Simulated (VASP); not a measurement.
Al: density of states with LDA

The system is Al.

```
CELL_PARAMETERS angstrom
0.00000 2.02398 2.02398
2.02398 0.00000 2.02398
2.02398 2.02398 0.00000
ATOMIC_POSITIONS crystal
Al 0.00000 0.00000 0.00000
```

```yaml
Program: VASP 6.6.1
Task: density of states
Functional: LDA
Potentials_or_basis: VASP PAW LDA potentials, release 64 (Al)
Cutoff: 520 eV
k_mesh: 17 × 17 × 17
Occupations: fermi-dirac, width 0.03 eV
Spin: no spin polarisation
Dipole_correction: no
k_mesh_for_the_DOS: 26 × 26 × 26
Occupations_for_the_DOS: tetrahedron
Further_INCAR_settings: ALGO = Normal; EDIFF = 1e-06; NBANDS = 8
```

```yaml
Valence_electrons_inside_the_program's_atomic_spheres: Al 0.79
```

Levels at points of the mesh, in eV from the Fermi level:
```csv
k point,band 1,band 2,band 3,band 4,band 5
"(0.00, 0.00, 0.00)",-11.09,12.52,12.52,12.52,13.80
"(0.50, 0.00, 0.00)",-4.55,-4.41,11.16,11.16,11.39
"(0.50, 0.50, 0.00)",-2.91,-1.64,5.28,5.49,5.49
```

Wall time 46 s on 1 thread of AMD EPYC 7R13 Processor (Zen 3), on a shared host, peak memory 0.14 GiB.
